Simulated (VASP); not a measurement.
Wanted: the native input for a VASP 6.6.1 run.

- Task: single point
- Functional: PBE
- Potentials or basis: VASP PAW PBE potentials, release 64 (Si, O)
- Cutoff: 520 eV
- k mesh: 2 × 2 × 2
- Occupations: fermi-dirac, width 0.05 eV
- Spin: no spin polarisation
- Dipole correction: no
- Further INCAR settings: LREAL = Auto; ALGO = Normal; EDIFF = 1e-07; NBANDS = 117

The structure of Si11O24 (a cell with a defect) lies in POSCAR:

```
Si11O24
1.0
    8.9392390000      0.0000000000      0.0000000000
    0.0000000000      8.9392390000      0.0000000000
    0.0000000000      0.0000000000      8.9392390000
Si O
11 24
Direct
    0.2456837769      0.4714966229     -0.0257666229
    0.2478388820      0.0090575943      0.5011343807
    0.0077129608      0.4889807734      0.2322289403
    0.5244021331      0.2613283972      0.0036965115
   -0.0365616134      0.2444644337      0.4876747338
    0.7492023650     -0.0321274551      0.4983312338
    0.7494910920      0.5379832668     -0.0112913415
   -0.0112044213      0.5071721430      0.7312992750
    0.5364831391     -0.0015009108      0.7719936787
    0.0374605713      0.7455629053      0.4769045777
    0.4655207227      0.7504177928      0.0127332987
    0.1287821033      0.4654167989      0.8359546042
    0.1084859684      0.1289181327      0.5028130471
    0.1996454061      0.8439887333      0.4659790392
    0.4124363383      0.0886452415      0.5035263069
    0.1547645163      0.4529646204      0.1315249542
    0.5644092299      0.1450494835      0.8683221245
   -0.0202983722      0.3423266790      0.3382068653
    0.8148331195      0.1406884859      0.4794747070
    0.4182164723      0.8390710887      0.1619698276
    0.5130562009      0.1916109414      0.1681993288
    0.3623527685      0.3342731971     -0.0482876674
    0.8656241320      0.5245788819      0.1278970167
    0.6077138110     -0.0873914435      0.3942078291
    0.6336979020      0.6746129061      0.0224929661
    0.6551026323      0.3854489180     -0.0220894642
    0.8447541228      0.5603812584      0.8329921596
    0.6792563662     -0.0439985999      0.6720267799
    0.0389297120      0.6377207277      0.3301476781
    0.4712662901      0.8566155352      0.8646692409
    0.3366883915      0.6282696995     -0.0284818428
   -0.0530797980      0.3629481212      0.6259898633
    0.0407860222      0.6487441493      0.6284521535
    0.8968095606      0.8618068048      0.4798728393
    0.3669198239      0.0357660199      0.6632548923
```

The input as run:

INCAR

```
SYSTEM = Si11O24
PREC = Accurate
ENCUT = 520
EDIFF = 1E-7
ISMEAR = -1
SIGMA = 0.05
LREAL = Auto
LASPH = .TRUE.
NELM = 100
ALGO = Normal
ISIF = 2
LWAVE = .FALSE.
LCHARG = .FALSE.
GGA = PE
NBANDS = 117
```

KPOINTS

```
regular mesh
0
G
  2 2 2
  0 0 0
```

Potentials or basis: VASP PAW PBE potentials, release 64 (Si, O).

Run with:

```console
$ cat potpaw_PBE.64/Si/POTCAR potpaw_PBE.64/O/POTCAR > POTCAR
$ mpirun -np 1 vasp_std > vasp.out
```

Results of the run:

```json
{
 "Pressure": "-1.1 GPa",
 "Largest force": "2.588 eV/Å",
 "Band gap on the k mesh": "zero (filled and empty bands touch)"
}
```

Run time: 36 min on 1 thread of AMD EPYC 9755 128-Core Processor, on a shared host, peak memory 0.85 GiB.
